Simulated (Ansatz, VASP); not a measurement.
**MnPb3O8 in VASP and in Ansatz**

POSCAR

```
MnPb3O8
1.0
    4.9568000000      0.0000000000      0.0000000000
    0.0000000000      4.9568000000      0.0000000000
    0.0000000000      0.0000000000      6.7732000000
Pb Mn O
3 1 8
Direct
    0.0000000000      0.0000000000      0.0000000000
    0.5000000000      0.5000000000      0.2500000000
    0.5000000000      0.5000000000      0.7500000000
    0.0000000000      0.0000000000      0.5000000000
    0.3090000000      0.3090000000      0.0000000000
    0.3090000000      0.3090000000      0.5000000000
    0.1910000000      0.8090000000      0.2500000000
    0.1910000000      0.8090000000      0.7500000000
    0.6910000000      0.6910000000      0.0000000000
    0.6910000000      0.6910000000      0.5000000000
    0.8090000000      0.1910000000      0.2500000000
    0.8090000000      0.1910000000      0.7500000000
```

The input INCAR.step1:

```
SYSTEM = MnPb3O8
PREC = Accurate
ENCUT = 520
ISMEAR = 0
SIGMA = 0.05
LREAL = .False.
LASPH = .True.
NELM = 60
NBANDS = 64
GGA = PE
ALGO = Normal
EDIFF = 1E-4
LWAVE = .True.
LCHARG = .False.
```

File INCAR.step2:

```
SYSTEM = MnPb3O8
PREC = Accurate
ENCUT = 520
EDIFF = 1E-6
ISMEAR = 0
SIGMA = 0.05
LREAL = .False.
LASPH = .True.
NELM = 60
ALGO = Normal
ISIF = 2
LWAVE = .False.
LCHARG = .False.
METAGGA = R2SCAN
LMIXTAU = .True.
NBANDS = 64
ISTART = 1
```

KPOINTS

```
Automatic mesh
0
Gamma
  3 3 2
  0 0 0
```

Input for Ansatz:

```yaml
crystal:
  lattice:
    - [4.9568, 0.0, 0.0]
    - [0.0, 4.9568, 0.0]
    - [0.0, 0.0, 6.7732]
  atoms:
    - { symbol: Pb, position: [0.0, 0.0, 0.0] }
    - { symbol: Mn, position: [0.0, 0.0, 0.5] }
    - { symbol: Pb, position: [0.5, 0.5, 0.25] }
    - { symbol: Pb, position: [0.5, 0.5, 0.75] }
    - { symbol: O, position: [0.309, 0.309, 0.0] }
    - { symbol: O, position: [0.309, 0.309, 0.5] }
    - { symbol: O, position: [0.191, 0.809, 0.25] }
    - { symbol: O, position: [0.191, 0.809, 0.75] }
    - { symbol: O, position: [0.691, 0.691, 0.0] }
    - { symbol: O, position: [0.691, 0.691, 0.5] }
    - { symbol: O, position: [0.809, 0.191, 0.25] }
    - { symbol: O, position: [0.809, 0.191, 0.75] }
hamiltonian:
  xc: r2scan
  pseudopotentials: { kind: paw }
basis:
  ecutwfc: 500
kpoints:
  mp_grid: { grid: [3, 3, 2] }
scf:
  occupations: { method: gaussian, width: 0.05 }
  lower_state_search: "off"
output:
  forces: true
  stress: true
  write_density: true
  write_potential: true
  elf: true
  volumetric_format: npy
```

Alike in both runs: task single point; functional r2SCAN; k mesh 3 × 3 × 2; occupations gaussian, width 0.05 eV; no spin polarisation.

|  | VASP | Ansatz |
| --- | --- | --- |
| version | VASP 6.6.1 | Ansatz 0.2.0 |
| potentials or method | VASP PAW PBE potentials, release 64 (Pb_d, Mn_pv, O), cutoff 520 eV | PAW, plane waves, scalar-relativistic |
| valence electrons in the cell | 103 | 105 |

```csv
,VASP,Ansatz,Ansatz less VASP
pressure (GPa),-8.7,-9.5,-0.79
rms of the force components (eV/Å),1.092,1.080,-0.0119
```

VASP's potentials were made for PBE, not for r2SCAN. VASP's potentials hold 103 valence electrons a cell and Ansatz's 105, so a difference there can come from the potentials and not from the codes.

The k mesh is coarse, so the values compare programs but aren't converged. Spin-orbit coupling is off throughout.
